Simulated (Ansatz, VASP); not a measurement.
**One calculation of Al6H, two programs**

```
Al H
1.0
     5.71430    0.00000    0.00000
    -2.85715    4.94873    0.00000
     0.00000    0.00000   22.60164
Al H
12 2
Cartesian
  1.4286 0.8248 4.0000
  0.0000 3.2992 4.0000
  4.2857 0.8248 4.0000
  2.8572 3.2992 4.0000
  0.0000 1.6496 6.3009
  -1.4286 4.1239 6.3009
  2.8572 1.6496 6.3009
  1.4286 4.1239 6.3009
  0.0000 0.0000 8.6016
  -1.4286 2.4744 8.6016
  2.8572 0.0000 8.6016
  1.4286 2.4744 8.6016
  1.1036 0.8248 11.6016
  1.7536 0.8248 11.6016
```

Alike in both runs: task single point; functional PBE; k mesh 6 × 6 × 1; occupations gaussian, width 0.1 eV; no spin polarisation.

|  | VASP | Ansatz |
| --- | --- | --- |
| version | VASP 6.6.1 | Ansatz 0.2.0 |
| potentials or method | VASP PAW PBE potentials, release 64 (Al, H), cutoff 520 eV | scalar-relativistic, plane waves, PAW |
| valence electrons in the cell | 38 | 38 |

```tsv
	VASP	Ansatz	Ansatz less VASP
gap on the k mesh at the Fermi level (eV)	none	none	-
rms of the force components (eV/Å)	1.071	1.063	-0.0075
```

Atom by atom the forces differ by 0.008 eV/Å (rms over components). A gap of «none» marks a metal or a gap that the smearing closes.
